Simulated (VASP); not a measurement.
# B (Fm-3m) in VASP: notebook

The runs below take B through single point, with PBE.

All numbers are computed with VASP 6.6.1; they aren't measurements. Logs are shortened: lines on timing, memory, paths and dates and some standing lists are left out, and cuts for length are marked.

### Step 1. The cell of the first run

The structure is cubic, space group Fm-3m (No. 225). The conventional cell has a = 2.305 Å, b = 2.305 Å, c = 2.305 Å, α = 90.00°, β = 90.00°, γ = 90.00°. B (site symmetry m-3m) has 12 B at 1.63 Å within 2.2 Å.

### Step 2. Single point, PBE

File INCAR:

```
PREC = Accurate ; ENCUT = 520
EDIFF = 1E-7 ; ISMEAR = -1
SIGMA = 0.05 ; LREAL = F
LASPH = T ; NELM = 60
ALGO = Normal ; ISIF = 2
LWAVE = F ; LCHARG = F
GGA = PE ; NBANDS = 8
```

File KPOINTS:

```
regular mesh
0
Gamma
  24 24 24
```

File POSCAR:

```
B
1.0
    0.0000000000      1.1523929726      1.1523929726
    1.1523929726      0.0000000000      1.1523929726
    1.1523929726      1.1523929726      0.0000000000
B
1
Direct
    0.0000000000      0.0000000000      0.0000000000
```

Potentials or basis: VASP PAW PBE potentials, release 64 (B).

Started as:

```console
cat potpaw_PBE.64/B/POTCAR > POTCAR
mpirun -np 1 vasp_std > vasp.out
```

OUTCAR:

```text
PREC = Accurate
   ENCUT = 520
   EDIFF = 1E-7
   ISMEAR = -1
   LREAL = F
   LASPH = T
   NELM = 60
   ISIF = 2
   GGA = PE

 ion  position               nearest neighbor table
   1  0.000  0.000  0.000-

  LATTYP: Found a face centered cubic cell.
 ALAT       =     2.3047859452

  Lattice vectors:

 A1 = (   0.0000000000,   1.1523929726,   1.1523929726)
 A2 = (   1.1523929726,   0.0000000000,   1.1523929726)
 A3 = (   1.1523929726,   1.1523929726,   0.0000000000)

Analysis of symmetry for initial positions (statically):
=====================================================================
 Subroutine PRICEL returns:
 Original cell was already a primitive cell.

 Routine SETGRP: Setting up the symmetry group for a
 face centered cubic supercell.

 Subroutine GETGRP returns: Found 48 space group operations
 (whereof 48 operations were pure point group operations)
 out of a pool of 48 trial point group operations.

The static configuration has the point symmetry O_h .

Analysis of symmetry for dynamics (positions and initial velocities):
=====================================================================
 Subroutine PRICEL returns:
 Original cell was already a primitive cell.

 Routine SETGRP: Setting up the symmetry group for a
 face centered cubic supercell.

 Subroutine GETGRP returns: Found 48 space group operations
 (whereof 48 operations were pure point group operations)
 out of a pool of 48 trial point group operations.

The dynamic configuration has the point symmetry O_h .

 Subroutine INISYM returns: Found 48 space group operations
 (whereof 48 operations are pure point group operations),
 and found     1 'primitive' translations

----------------------------------------------------------------------------------------

                                     Primitive cell

  volume of cell :       3.0608

  direct lattice vectors                    reciprocal lattice vectors
     0.000000000  1.152392973  1.152392973    -0.433879772  0.433879772  0.433879772
     1.152392973  0.000000000  1.152392973     0.433879772 -0.433879772  0.433879772
     1.152392973  1.152392973  0.000000000     0.433879772  0.433879772 -0.433879772

  length of vectors
     1.629729771  1.629729771  1.629729771     0.751501809  0.751501809  0.751501809

  position of ions in fractional coordinates (direct lattice)
[... 66 lines left out ...]
   NGXF,Y,Z  is equivalent  to a cutoff of  24.48, 24.48, 24.48 a.u.
 SYSTEM =  unknown system
   PREC   = accura    normal or accurate (medium, high low for compatibility)
   ISTART =      0    job   : 0-new  1-cont  2-samecut
   ICHARG =      2    charge: 1-file 2-atom 10-const
   ISPIN  =      1    spin polarized calculation?
   LNONCOLLINEAR =      F non collinear calculations
   LSORBIT =      F    spin-orbit coupling
   LASPH  =      T    aspherical Exc in radial PAW
   ENCUT  =  520.0 eV  38.22 Ry    6.18 a.u.   3.03  3.03  3.03*2*pi/ulx,y,z
   NELM   =     60;   NELMIN=  2; NELMDL= -5     # of ELM steps
   EDIFF  = 0.1E-06   stopping-criterion for ELM
   LREAL  =      F    real-space projection
   EDIFFG = 0.1E-05   stopping-criterion for IOM
   NSW    =      0    number of steps for IOM
   IBRION =     -1    ionic relax: 0-MD 1-quasi-New 2-CG
   NFREE  =      0    steps in history (QN), initial steepest desc. (CG)
   ISIF   =      2    stress and relaxation
   ISYM   =      2    0-nonsym 1-usesym 2-fastsym
   POTIM  = 0.5000    time-step for ionic-motion
   TEBEG  =    0.0;   TEEND  =   0.0 temperature during run
   PSTRESS=    0.0 pullay stress
   NELECT =       3.0000    total number of electrons
   NUPDOWN=      -1.0000    fix difference up-down
   EMIN   =  10.00;   EMAX   =-10.00  energy-range for DOS
   EFERMI =   0.00;   METHOD = LEGACY
   ISMEAR =    -1;   SIGMA  =   0.05  broadening in eV -4-tet -1-fermi 0-gaus
   EFERMI_NEDOS =   21; number of points for ismear=-14 and -15
   IALGO  =     38    algorithm
   IMIX   =      4    mixing-type and parameters
     AMIX     =   0.40;   BMIX     =  1.00
     AMIX_MAG =   1.60;   BMIX_MAG =  1.00
  volume/ion in A,a.u.               =       3.06        20.66
  Fermi-wavevector in a.u.,A,eV,Ry     =   1.626190  3.073054 35.980529  2.644494
  Thomas-Fermi vector in A             =   2.719190
   LORBIT       =      0    0 simple, 1 ext, 2 COOP (PROOUT), +10 PAW based schemes
   GGA     = PE    functional components
[... 5 lines left out ...]
 non-spin polarized calculation
  energy-cutoff  :      520.00
  volume of cell :        3.06
 maximum number of plane-waves:        92
   NGX =  5   NGY =  5   NGZ =  5

 number of electron       3.0000000 magnetization

 Free energy of the ion-electron system (eV)
  ---------------------------------------------------
  ext. energy  EPLUGINS =         0.00000000
  ---------------------------------------------------
  free energy    TOTEN  =        -2.30137899 eV

  energy without entropy =       -2.30036474  energy(sigma->0) =       -2.30087187

 E-fermi :  20.2744     XC(G=0): -16.0281

 val. band max:       20.1590117279   @ k =  -0.2083   0.3333   0.1250
 cond. band min:      20.2795090477   @ k =   0.4583   0.1667   0.0833
 fundamental gap:      0.1204973198
 Fermi energy:        20.2744150158

 k-point     1 :       0.0000    0.0000    0.0000
  band No.  band energies     occupation
      1      -7.7944      2.00000
      2      48.6996      0.00000
      3      48.6996      0.00000
      4      48.6996      0.00000
      5      68.2527      0.00000
      6      68.2527      0.00000
      7      68.2527      0.00000
      8      72.3117      0.00000
[... 243 lines left out ...]
 k-point    24 :       0.4583    0.0417    0.0000
  band No.  band energies     occupation
      1       2.3826      2.00000
      2      15.8694      2.00000
      3      42.6151      0.00000
      4      43.4346      0.00000
      5      60.1197      0.00000
      6      64.2129      0.00000
      7      69.3286      0.00000
      8      77.9068      0.00000

 [... further k-points ...]
[... 5 lines left out ...]
  --------------------------------------------------------------------------------------
  -------------------------------------------------------------------------------------
  Total       10.8483690     10.8483690     10.8483690     -0.0000000     -0.0000000      0.0000000
  in kB     5678.6255502   5678.6255502   5678.6255502     -0.0000000     -0.0000000      0.0000000
  external PRESSURE =    5678.6255502 kB  Pullay stress =       0.0000000 kB

 VOLUME and BASIS-vectors are now :
 -----------------------------------------------------------------------------
  energy-cutoff  :      520.00
  volume of cell :        3.06
      direct lattice vectors                 reciprocal lattice vectors
     0.000000000  1.152392973  1.152392973    -0.433879772  0.433879772  0.433879772
     1.152392973  0.000000000  1.152392973     0.433879772 -0.433879772  0.433879772
     1.152392973  1.152392973  0.000000000     0.433879772  0.433879772 -0.433879772

 POSITION                                       TOTAL-FORCE (eV/Angst)
 -----------------------------------------------------------------------------------
      0.00000      0.00000      0.00000        -0.000000     -0.000000     -0.000000
 -----------------------------------------------------------------------------------
    total drift:                                0.000000     -0.000000     -0.000000

  FREE ENERGIE OF THE ION-ELECTRON SYSTEM (eV)
  ---------------------------------------------------
  free  energy   TOTEN  =        -2.3013789942 eV

  energy  without entropy=       -2.3003647427  energy(sigma->0) =       -2.30087187
```

OSZICAR:

```text
N       E                     dE             d eps       ncg     rms          rms(c)
DAV:   1    -0.455672240349E+00   -0.45567E+00   -0.20210E+03  7824   0.322E+02
DAV:   2    -0.239710929535E+01   -0.19414E+01   -0.18883E+01  8320   0.385E+01
DAV:   3    -0.239765422490E+01   -0.54493E-03   -0.54493E-03  7608   0.682E-01
DAV:   4    -0.239765423045E+01   -0.55579E-08   -0.60072E-08  8976   0.190E-03
DAV:   5    -0.239765423181E+01   -0.13604E-08   -0.12356E-12  7576   0.531E-06    0.436E+00
DAV:   6    -0.232954437090E+01    0.68110E-01   -0.46531E-03  7352   0.592E-01    0.267E+00
DAV:   7    -0.230138826029E+01    0.28156E-01   -0.45724E-03  7800   0.583E-01    0.796E-02
DAV:   8    -0.230138128471E+01    0.69756E-05   -0.62546E-06  6896   0.251E-02    0.261E-02
DAV:   9    -0.230137898788E+01    0.22968E-05   -0.16354E-06  7888   0.108E-02    0.173E-03
DAV:  10    -0.230137899420E+01   -0.63156E-08   -0.18368E-09  4568   0.446E-04
   1 F= -.23013790E+01 E0= -.23008719E+01  d E =-.101425E-02
```

It took 6 s on 1 thread of AMD EPYC 7R43 (Zen 3), shared host; peak memory 0.08 GiB.

What came out:

```
Free energy : -2.3014 eV
Pressure    : 567.9 GPa
```

Levels at points of the mesh, in eV from the Fermi level:
| k point | band 1 | band 2 | band 3 | band 4 | band 5 | band 6 |
| --- | --- | --- | --- | --- | --- | --- |
| (0.00, 0.00, 0.00) | -28.07 | 28.43 | 28.43 | 28.43 | 47.98 | 47.98 |
| (0.50, 0.00, 0.00) | -17.15 | -5.72 | 23.03 | 23.03 | 42.54 | 42.54 |
| (0.50, 0.50, 0.00) | -12.30 | 1.08 | 10.26 | 10.26 | 21.65 | 37.77 |

### Step 3. Single point, PBE

File INCAR:

```
  PREC = Accurate
  ENCUT = 520
  EDIFF = 1E-6
  ISMEAR = 1
  SIGMA = 0.1
  LREAL = False
  LASPH = True
  NELM = 80
  ALGO = Normal
  ISIF = 2
  LWAVE = False
  LCHARG = False
  GGA = PE
  NBANDS = 8
```

KPOINTS is that of step 2.

POSCAR is that of step 2.

Potentials or basis: VASP PAW PBE potentials, release 64 (B).

Started as:

```console
cat potpaw_PBE.64/B/POTCAR > POTCAR
mpirun -np 1 vasp_std > vasp.out
```

It took 6.1 s on 1 thread of AMD EPYC 7R43 (Zen 3), shared host; peak memory 0.07 GiB.

It converged, with:

- Free energy: -2.3009 eV
- Pressure: 567.8 GPa

Levels at points of the mesh, in eV from the Fermi level:
| k point | band 1 | band 2 | band 3 | band 4 | band 5 | band 6 |
| --- | --- | --- | --- | --- | --- | --- |
| (0.00, 0.00, 0.00) | -28.07 | 28.43 | 28.43 | 28.43 | 47.98 | 47.98 |
| (0.50, 0.00, 0.00) | -17.14 | -5.72 | 23.03 | 23.03 | 42.54 | 42.54 |
| (0.50, 0.50, 0.00) | -12.30 | 1.09 | 10.27 | 10.27 | 21.65 | 37.77 |
